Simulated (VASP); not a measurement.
A run of VASP 6.6.1 is set up as follows.

Contents of INCAR:

```
ALGO = Normal
EDIFF = 1E-6
ENCUT = 520
GGA = PS
ISIF = 2
ISMEAR = -1
LASPH = True
LCHARG = False
LREAL = False
LWAVE = False
NBANDS = 22
NELM = 80
PREC = Accurate
SIGMA = 0.05
```

KPOINTS

```
k-points
0
Gamma
  8 8 4
```

POSCAR

```
Bi
1.0
    3.2560010824      0.0000000000      0.0219267230
    0.0000000000      3.0750158353      0.0000000000
   -0.0372618252      0.0000000000      5.5986318975
Bi
2
Direct
    0.7503318920      0.0000000000      0.7500033198
    0.2496681080      0.0000000000      0.2499966802
```

Potentials or basis: VASP PAW PBE potentials, release 64 (Bi_d).

Command:

```sh
$ cat potpaw_PBE.64/Bi_d/POTCAR > POTCAR
$ mpirun -np 1 vasp_std > vasp.out
```

(1) Predict the band gap on the k mesh.

(2) Predict the pressure.

Results:

(1) zero (bands 15 and 16 overlap by 6.61 eV).

(2) 9.9 GPa.

Caveat: the cell stands under pressure; the PAW data sets were made with another functional, which shifts forces and pressure a little; spin-orbit coupling is left out, which moves the levels of the heavy elements.
